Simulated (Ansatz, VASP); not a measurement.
**Two plane-wave programs on CoSi**

INCAR

```
ALGO = Normal
DIPOL = 0.5 0.5 0.500
EDIFF = 1E-6
ENCUT = 520
GGA = PE
IDIPOL = 3
ISIF = 2
ISMEAR = 0
LASPH = T
LCHARG = T
LDIPOL = T
LELF = T
LREAL = Auto
LVACPOTAV = T
LVHAR = T
LWAVE = F
NBANDS = 81
NELM = 60
PREC = Accurate
SIGMA = 0.1
```

Contents of KPOINTS:

```
k-points
0
Gamma
  8 8 1
```

The input POSCAR:

```
CoSi
1.0
    4.4308490675      0.0000000000      0.0000000000
    0.0000000000      4.4308490675      0.0000000000
    0.0000000000      0.0000000000     24.7920088446
Co Si
10 10
Direct
    0.8549810878      0.8549810878      0.3025168330
    0.1450189122      0.3549810878      0.3400414530
    0.6450189122      0.1450189122      0.3918772615
    0.3549810878      0.6450189122      0.4294018815
    0.8549810878      0.8549810878      0.4812376900
    0.1450189122      0.3549810878      0.5187623100
    0.6450189122      0.1450189122      0.5705981185
    0.3549810878      0.6450189122      0.6081227385
    0.8549810878      0.8549810878      0.6599585470
    0.1450189122      0.3549810878      0.6974831670
    0.6568402896      0.3431597104      0.3046295597
    0.3431597104      0.8431597104      0.3379287263
    0.8431597104      0.6568402896      0.3939899882
    0.1568402896      0.1568402896      0.4272891548
    0.6568402896      0.3431597104      0.4833504167
    0.3431597104      0.8431597104      0.5166495833
    0.8431597104      0.6568402896      0.5727108452
    0.1568402896      0.1568402896      0.6060100118
    0.6568402896      0.3431597104      0.6620712737
    0.3431597104      0.8431597104      0.6953704403
```

Input for Ansatz:

```yaml
crystal:
  lattice:
    - [4.4308490675, 0.0, 0.0]
    - [0.0, 4.4308490675, 0.0]
    - [0.0, 0.0, 24.7920088446]
  atoms:
    - { symbol: Co, position: [0.8549810878, 0.8549810878, 0.302516833] }
    - { symbol: Si, position: [0.6568402896, 0.3431597104, 0.3046295597] }
    - { symbol: Si, position: [0.3431597104, 0.8431597104, 0.3379287263] }
    - { symbol: Co, position: [0.1450189122, 0.3549810878, 0.340041453] }
    - { symbol: Co, position: [0.6450189122, 0.1450189122, 0.3918772615] }
    - { symbol: Si, position: [0.8431597104, 0.6568402896, 0.3939899882] }
    - { symbol: Si, position: [0.1568402896, 0.1568402896, 0.4272891548] }
    - { symbol: Co, position: [0.3549810878, 0.6450189122, 0.4294018815] }
    - { symbol: Co, position: [0.8549810878, 0.8549810878, 0.48123769] }
    - { symbol: Si, position: [0.6568402896, 0.3431597104, 0.4833504167] }
    - { symbol: Si, position: [0.3431597104, 0.8431597104, 0.5166495833] }
    - { symbol: Co, position: [0.1450189122, 0.3549810878, 0.51876231] }
    - { symbol: Co, position: [0.6450189122, 0.1450189122, 0.5705981185] }
    - { symbol: Si, position: [0.8431597104, 0.6568402896, 0.5727108452] }
    - { symbol: Si, position: [0.1568402896, 0.1568402896, 0.6060100118] }
    - { symbol: Co, position: [0.3549810878, 0.6450189122, 0.6081227385] }
    - { symbol: Co, position: [0.8549810878, 0.8549810878, 0.659958547] }
    - { symbol: Si, position: [0.6568402896, 0.3431597104, 0.6620712737] }
    - { symbol: Si, position: [0.3431597104, 0.8431597104, 0.6953704403] }
    - { symbol: Co, position: [0.1450189122, 0.3549810878, 0.697483167] }
basis:
  ecutwfc: 420
kpoints:
  mp_grid: { grid: [8, 8, 1] }
hamiltonian:
  xc: pbe
scf:
  occupations: { method: gaussian, width: 0.1 }
output:
  forces: true
  stress: true
  eigenvalues: true
  write_density: true
  write_potential: true
  elf: true
  volumetric_format: npy
efield:
  axis: 3
  dipole_correction: true
```

Alike in both runs: task single point; functional PBE; k mesh 8 × 8 × 1; occupations gaussian, width 0.1 eV; no spin polarisation.

|  | VASP | Ansatz |
| --- | --- | --- |
| version | VASP 6.6.1 | Ansatz 0.2.0 |
| potentials or method | VASP PAW PBE potentials, release 64 (Co, Si), cutoff 520 eV | scalar-relativistic, plane waves, PAW |
| valence electrons in the cell | 130 | 210 |

VASP gave:

```
gap on the k mesh at the Fermi level (eV)  : none
rms of the force components (eV/Å)         : 0.335
work function, face that differs most (eV) : 4.51
```

Which values does Ansatz return?

gap on the k mesh at the Fermi level (eV): none; rms of the force components (eV/Å): 0.343; work function, face that differs most (eV): 4.51.

A gap of «none» marks a metal or a gap that the smearing closes. VASP's potentials hold 130 valence electrons a cell and Ansatz's 210, so a difference there can come from the potentials and not from the codes. Ansatz's warnings: xc potential rough in thin density.
